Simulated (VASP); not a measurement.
## Pb: relaxation of cell and atoms with LDA

The system is Pb.

```
CELL_PARAMETERS angstrom
0.00000 2.47525 2.47525
2.47525 0.00000 2.47525
2.47525 2.47525 0.00000
ATOMIC_POSITIONS crystal
Pb 0.00000 0.00000 0.00000
```

```json
{
 "Program": "VASP 6.6.1",
 "Task": "relaxation of cell and atoms",
 "Functional": "LDA",
 "Potentials or basis": "VASP PAW LDA potentials, release 64 (Pb_d)",
 "Cutoff": "600 eV",
 "k mesh": "11 × 11 × 11",
 "Occupations": "fermi-dirac, width 0.1 eV",
 "Spin": "no spin polarisation",
 "Dipole correction": "no",
 "Further INCAR settings": "ALGO = Normal; EDIFF = 1e-07; IBRION = 2; EDIFFG = -0.01; NSW = 80; ISIF = 3"
}
```

| Item | Value |
| --- | --- |
| Relaxed volume | 29.04 Å³/atom |
| Relaxed cell | a = 3.450 Å, b = 3.450 Å, c = 3.450 Å, α = 60.00°, β = 60.00°, γ = 60.00° |
| Space group after relaxing (to 0.05 Å) | Fm-3m (No. 225) |
| Energy gained by relaxing | 8.7 meV/atom |
| Ionic steps | 3 |
| Pressure after relaxing | 0.0 GPa |
| Band gap on the k mesh | zero (band 7 reaches 15.20 eV, above the bottom of band 8 at 5.98 eV) |

Step by step:
| step | energy change (eV) | largest force (eV/Å) | pressure (GPa) | volume (Å³) |
| --- | --- | --- | --- | --- |
| 1 | 0.0000 | 0.0000 | -2.05 | 30.33 |
| 2 | -0.0078 | 0.0000 | 0.71 | 28.66 |
| 3 | -0.0087 | 0.0000 | 0.00 | 29.04 |

Final structure:
```
CELL_PARAMETERS angstrom
0.00000 2.43948 2.43948
2.43948 0.00000 2.43948
2.43948 2.43948 0.00000
ATOMIC_POSITIONS crystal
Pb 0.00000 0.00000 0.00000
```

Levels at points of the mesh, in eV from the Fermi level:
```tsv
k point	band 3	band 4	band 5	band 6	band 7	band 8	band 9	band 10	band 11
(0.00, 0.00, 0.00)	-17.11	-16.95	-16.95	-12.14	7.63	7.63	7.63	9.78	11.96
```

It took 25 s on 1 thread of Intel(R) Xeon(R) 6975P-C (Granite Rapids), on a shared host, peak memory 0.16 GiB.

Caveat: spin-orbit coupling is left out, which moves the levels of the heavy elements. Zero-point motion and thermal expansion aren't in these numbers.
